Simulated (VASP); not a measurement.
Write the native input for VASP 6.6.1 that does the following.

* Task: density of states
* Functional: PBE
* Potentials or basis: VASP PAW PBE potentials, release 64 (Zn, O)
* Cutoff: 520 eV
* k mesh: 15 × 15 × 15
* Occupations: fermi-dirac, width 0.05 eV
* Spin: no spin polarisation
* Dipole correction: no
* k mesh for the DOS: 23 × 23 × 23
* Occupations for the DOS: tetrahedron
* Further INCAR settings: ALGO = Normal; EDIFF = 1e-06; NBANDS = 16

The system is ZnO (CsCl type).

```
Zn O
1.0
     2.20248    0.00000    0.00000
     0.00000    2.20248    0.00000
     0.00000    0.00000    2.20248
Zn O
1 1
Direct
  0.00000 0.00000 0.00000
  0.50000 0.50000 0.50000
```

This cell differs from its parent crystal: volume scaled by 0.55.

These files were run (other wordings do the same):

POSCAR

```
ZnO
1.0
    2.2024798842      0.0000000000      0.0000000000
    0.0000000000      2.2024798842      0.0000000000
    0.0000000000      0.0000000000      2.2024798842
Zn O
1 1
Direct
    0.0000000000      0.0000000000      0.0000000000
    0.5000000000      0.5000000000      0.5000000000
```

INCAR.step1

```
SYSTEM = ZnO
PREC = Accurate
ENCUT = 520
EDIFF = 1E-6
ISMEAR = -1
SIGMA = 0.05
LREAL = .FALSE.
LASPH = .TRUE.
NELM = 100
ALGO = Normal
ISIF = 2
LWAVE = .FALSE.
LCHARG = .TRUE.
GGA = PE
NBANDS = 16
```

KPOINTS.step1

```
Automatic mesh
0
G
  15 15 15
  0 0 0
```

INCAR.step2

```
SYSTEM = ZnO
PREC = Accurate
ENCUT = 520
EDIFF = 1E-6
ISMEAR = -5
SIGMA = 0.05
LREAL = .FALSE.
LASPH = .TRUE.
NELM = 100
ALGO = Normal
ISIF = 2
LWAVE = .FALSE.
LCHARG = .FALSE.
GGA = PE
LORBIT = 10
NBANDS = 16
NEDOS = 1001
ICHARG = 11
```

KPOINTS.step2

```
Automatic mesh
0
G
  23 23 23
  0 0 0
```

Potentials or basis: VASP PAW PBE potentials, release 64 (Zn, O).

Run with:

```console
$ cat potpaw_PBE.64/Zn/POTCAR potpaw_PBE.64/O/POTCAR > POTCAR
$ cp INCAR.step1 INCAR
$ cp KPOINTS.step1 KPOINTS
$ mpirun -np 1 vasp_std > vasp.out
$ cp INCAR.step2 INCAR
$ cp KPOINTS.step2 KPOINTS
$ mpirun -np 1 vasp_std > vasp.out
```

Results of the run:

```
Valence electrons inside the program's atomic spheres : Zn 11.93; O 5.44
```

Run time: 39 s on 1 thread of Intel Xeon 8259CL, with other jobs on the host, peak memory 0.18 GiB.
